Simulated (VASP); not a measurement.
The system is SnCl.

```
Sn Cl
1.0
     3.49755    0.00000    0.00000
    -1.74877    3.02896    0.00000
     0.00000    0.00000   10.06221
Sn Cl
2 2
Cartesian
  1.7488 1.0097 8.2561
  0.0000 2.0193 3.2250
  1.7488 1.0097 5.5794
  0.0000 2.0193 0.5483
```

| Property | Result |
| --- | --- |
| Program | VASP 6.6.1 |
| Task | relaxation of cell and atoms |
| Functional | PBE |
| Potentials or basis | VASP PAW PBE potentials, release 64 (Sn_d, Cl) |
| Cutoff | 600 eV |
| k mesh | 9 × 9 × 3 |
| Occupations | fermi-dirac, width 0.05 eV |
| Spin | no spin polarisation |

At the start: pressure -0.2 GPa; volume 26.65 Å³/atom.

Task: Where does the relaxation end?

Result: Over 20 steps the energy falls by 6.1 meV/atom and the volume is 27.07 Å³/atom (+1.6 %); space group P6_3mc (No. 186, to 0.05 Å).

The path:
| step | energy change (eV) | largest force (eV/Å) | pressure (GPa) | volume (Å³) |
| --- | --- | --- | --- | --- |
| 1 | 0.0000 | 0.1027 | -0.21 | 106.60 |
| 2 | -0.0022 | 0.0946 | 0.06 | 106.05 |
| 3 | -0.0029 | 0.0839 | 0.31 | 105.57 |
| 4 | -0.0043 | 0.0806 | 0.32 | 105.55 |
| 5 | -0.0079 | 0.0703 | 0.35 | 105.50 |
| 6 | -0.0134 | 0.0440 | 0.48 | 105.39 |
| 7 | -0.0153 | 0.0596 | 1.01 | 105.17 |
| 8 | -0.0164 | 0.0033 | 0.74 | 105.26 |
| 9 | -0.0207 | 0.0295 | 0.30 | 106.34 |
| 10 | -0.0216 | 0.0549 | 0.00 | 107.11 |
| 11 | -0.0231 | 0.0413 | -0.04 | 107.66 |
| 12 | -0.0239 | 0.0198 | -0.07 | 108.37 |
| 13 | -0.0239 | 0.0160 | -0.08 | 108.48 |
| 14 | -0.0241 | 0.0094 | -0.03 | 108.41 |
| 15 | -0.0242 | 0.0011 | 0.05 | 108.29 |
| 16 | -0.0243 | 0.0043 | 0.02 | 108.30 |
| 17 | -0.0244 | 0.0152 | -0.02 | 108.32 |
| 18 | -0.0244 | 0.0130 | -0.01 | 108.31 |
| 19 | -0.0244 | 0.0109 | 0.01 | 108.30 |
| 20 | -0.0245 | 0.0082 | 0.02 | 108.29 |

Final structure:
```yaml
crystal:
  lattice:
    - [3.49187, 0.00000, 0.00000]
    - [-1.74593, 3.02405, 0.00000]
    - [0.00000, 0.00000, 10.25503]
  atoms:
    - { symbol: Sn, position: [0.66667, 0.33333, 0.81032] }
    - { symbol: Sn, position: [0.33333, 0.66667, 0.31032] }
    - { symbol: Cl, position: [0.66667, 0.33333, 0.56468] }
    - { symbol: Cl, position: [0.33333, 0.66667, 0.06468] }
```
